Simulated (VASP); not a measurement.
Set up this calculation in VASP 6.6.1, as the native input.

- Task: single point
- Functional: PBE
- Potentials or basis: VASP PAW PBE potentials, release 64 (Yb)
- Cutoff: 520 eV
- k mesh: 10 × 10 × 10
- Occupations: methfessel-paxton, width 1 eV
- Spin: no spin polarisation
- Dipole correction: no
- Further INCAR settings: ALGO = Normal; EDIFF = 1e-06; NBANDS = 18

The structure of Yb lies in POSCAR:

```
Yb
1.0
    0.0000000000      2.6151647068      2.6151647068
    2.6151647068      0.0000000000      2.6151647068
    2.6151647068      2.6151647068      0.0000000000
Yb
1
Direct
    0.0000000000      0.0000000000      0.0000000000
```

One way to write it, as run:

INCAR

```
SYSTEM = Yb
ALGO = Normal
EDIFF = 1E-6
ENCUT = 520
GGA = PE
ISIF = 2
ISMEAR = 1
LASPH = .True.
LCHARG = .False.
LREAL = .False.
LWAVE = .False.
NBANDS = 18
NELM = 60
PREC = Accurate
SIGMA = 1.0
```

KPOINTS

```
k-points
0
Gamma
  10 10 10
  0 0 0
```

Potentials or basis: VASP PAW PBE potentials, release 64 (Yb).

Run with:

```sh
$ cat potpaw_PBE.64/Yb/POTCAR > POTCAR
$ mpirun -np 1 vasp_std > vasp.out
```

Results of the run:

```
Pressure               : -0.1 GPa
Band gap on the k mesh : zero (bands 12 and 13 overlap by 0.02 eV)
```

Caveat: so wide a smearing shifts energies and pressures; spin-orbit coupling is left out, which moves the levels of the heavy elements.

It took 85 s on 1 thread of Intel Xeon 8259CL (shared host), peak memory 0.19 GiB.
